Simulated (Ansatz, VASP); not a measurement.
# Two plane-wave programs on LiSi3N2

```
Li Si N
1.0
     2.66690    0.00000    0.00000
     0.00000    2.66690    0.00000
     0.00000    0.00000    9.55462
Li Si N
1 3 2
Direct
  0.00000 0.00000 0.00000
  0.50000 0.50000 0.24880
  0.50000 0.50000 0.50000
  0.50000 0.50000 0.75120
  0.00000 0.00000 0.20843
  0.00000 0.00000 0.79157
```

Change from the starting cell: species swapped into the Pr3MgAl2 type (P4/mmm, No. 123).

Alike in both runs: functional PBE; k mesh 14 × 14 × 4; occupations gaussian, width 0.1 eV; no spin polarisation.

Ansatz relaxed the structure, and its values are those at the end. VASP's run is a single point on that final structure, the one shown.

```csv
,VASP,Ansatz
version,VASP 6.6.1,Ansatz 0.2.0
potentials or method,"VASP PAW PBE potentials, release 64 (Li_sv, Si, N), cutoff 520 eV","scalar-relativistic, plane waves, PAW"
valence electrons in the cell,25,25
```

|  | VASP | Ansatz | Ansatz less VASP |
| --- | --- | --- | --- |
| gap on the k mesh at the Fermi level (eV) | none | none | - |
| rms of the force components (eV/Å) | 0.005 | 0.002 | -0.0026 |

A gap of «none» marks a metal or a gap that the smearing closes. With one functional, cell and mesh, what is left measures potentials, basis and numerics.

Noted on VASP's run: the cutoff is under 1.25 times that of the potentials, so the pressure is a little rough.
